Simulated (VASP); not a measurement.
A run of VASP 6.6.1:

The input INCAR:

```
PREC     = Accurate       # precision mode
ENCUT    = 520            # plane-wave cutoff, eV
EDIFF    = 1E-6           # SCF threshold, eV
ISMEAR   = 0              # smearing method
SIGMA    = 0.05           # smearing width, eV
LREAL    = Auto         
LASPH    = T              # aspherical terms in the spheres
NELM     = 60             # most SCF steps
ALGO     = Normal         # electronic algorithm
ISIF     = 2              # what is computed and relaxed
LWAVE    = F              # write WAVECAR
LCHARG   = T              # write CHGCAR
GGA      = PE             # functional
LELF     = T              # ELF
LVHAR    = T            
NBANDS   = 80             # bands
NELECT   = 128.0
```

File KPOINTS:

```
regular mesh
0
Gamma
  4 4 4
```

File POSCAR:

```
Li4Nb4O11
1.0
    5.2231019317      0.0000000000      0.0000000000
    0.0000000000      3.0155593063     -4.5984613597
    0.0000000000      6.0311186126      4.5984613597
Li Nb O
4 4 11
Direct
    0.0000000000      0.5000000000      0.2500000000
    0.5000000000      0.0000000000      0.7500000000
    0.0000000000      0.5000000000      0.7500000000
    0.5000000000      0.0000000000      0.2500000000
    0.5000000000      0.5000000000      0.5000000000
    0.0000000000      0.0000000000      0.0000000000
    0.0000000000      0.0000000000      0.5000000000
    0.5000000000      0.5000000000      0.0000000000
    0.8803293659      0.0000000000      0.2500000000
    0.3803293659      0.5000000000      0.7500000000
    0.8098353170      0.6901646830      0.9401646830
    0.8098353170      0.3098353170      0.5598353170
    0.3098353170      0.8098353170      0.0598353170
    0.1196706341      0.0000000000      0.7500000000
    0.6196706341      0.5000000000      0.2500000000
    0.6901646830      0.8098353170      0.5598353170
    0.1901646830      0.3098353170      0.0598353170
    0.1397806977      0.7667737603      0.4401646830
    0.6901646830      0.1901646830      0.9401646830
```

Potentials or basis: VASP PAW PBE potentials, release 64 (Li_sv, Nb_sv, O).

Run with:

```console
$ cat potpaw_PBE.64/Li_sv/POTCAR potpaw_PBE.64/Nb_sv/POTCAR potpaw_PBE.64/O/POTCAR > POTCAR
$ mpirun -np 1 vasp_std > vasp.out
```

Hardware: 1 thread of Intel Xeon 8259CL, on a shared host.

**Question.** How long does it take, and how much memory?

**Answer.** It took 31 min on 1 thread of Intel Xeon 8259CL, on a shared host, peak memory 0.53 GiB. Counts: scf iterations 17, k points 36.
